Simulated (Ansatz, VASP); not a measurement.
One calculation of PbSe, two programs

```xyz
2
Lattice="3.7843 0.0000 0.0000 0.0000 3.7843 0.0000 0.0000 0.0000 3.7843" Properties=species:S:1:pos:R:3 pbc="T T T"
Pb    0.0000    0.0000    0.0000
Se    1.8922    1.8922    1.8922
```

Alike in both runs: task single point; functional PBE; k mesh 7 × 7 × 7; occupations gaussian, width 0.017 eV; no spin polarisation.

```csv
,VASP,Ansatz
version,VASP 6.6.1,Ansatz 0.2.0
potentials or method,"VASP PAW PBE potentials, release 64 (Pb_d, Se)",Ansatz PAW
plane-wave cutoff (eV),520,420
valence electrons in the cell,20,30
```

```tsv
	VASP	Ansatz	Ansatz less VASP
gap on the k mesh at the Fermi level (eV)	none	none	-
pressure (GPa)	-0.2	-0.2	+0.01
```

A gap of «none» marks a metal or a gap that the smearing closes. The functional is the same, so the differences come from potentials, cutoffs and numerics. VASP's potentials hold 20 valence electrons a cell and Ansatz's 30, so a difference there can come from the potentials and not from the codes.

Spin-orbit coupling is off throughout.
